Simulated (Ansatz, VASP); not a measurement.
**AlGa3As4: VASP beside Ansatz**

```xyz
8
Lattice="4.0610 0.0000 0.0000 0.0000 4.0610 0.0000 0.0000 0.0000 11.4757" Properties=species:S:1:pos:R:3 pbc="T T T"
Al    2.0305    2.0305    5.7378
Ga    0.0000    0.0000    8.6039
Ga    2.0305    2.0305    0.0000
Ga    0.0000    0.0000    2.8718
As    2.0305    0.0000   10.0400
As    0.0000    2.0305    1.4357
As    2.0305    0.0000    4.3137
As    0.0000    2.0305    7.1620
```

Alike in both runs: functional PBE; k mesh 10 × 10 × 4; occupations gaussian, width 0.02 eV; no spin polarisation.

Ansatz relaxed the structure, and its values are those at the end. VASP's run is a single point on that final structure, the one shown.

|  | VASP | Ansatz |
| --- | --- | --- |
| version | VASP 6.6.1 | Ansatz 0.2.0 |
| potentials or method | VASP PAW PBE potentials, release 64 (Al, Ga_d, As), cutoff 520 eV | scalar-relativistic, plane waves, PAW |
| valence electrons in the cell | 62 | 102 |

VASP gave:

| Quantity | Value |
| --- | --- |
| gap on the k mesh at the Fermi level (eV) | 0.53 |
| least direct gap on the mesh (eV) | 0.53 |
| pressure (GPa) | 0.2 |

Which values does Ansatz return?

gap on the k mesh at the Fermi level (eV): 0.52; least direct gap on the mesh (eV): 0.52; pressure (GPa): 0.0.

The functional is the same, so the differences come from potentials, cutoffs and numerics. VASP's potentials hold 62 valence electrons a cell and Ansatz's 102, so a difference there can come from the potentials and not from the codes.
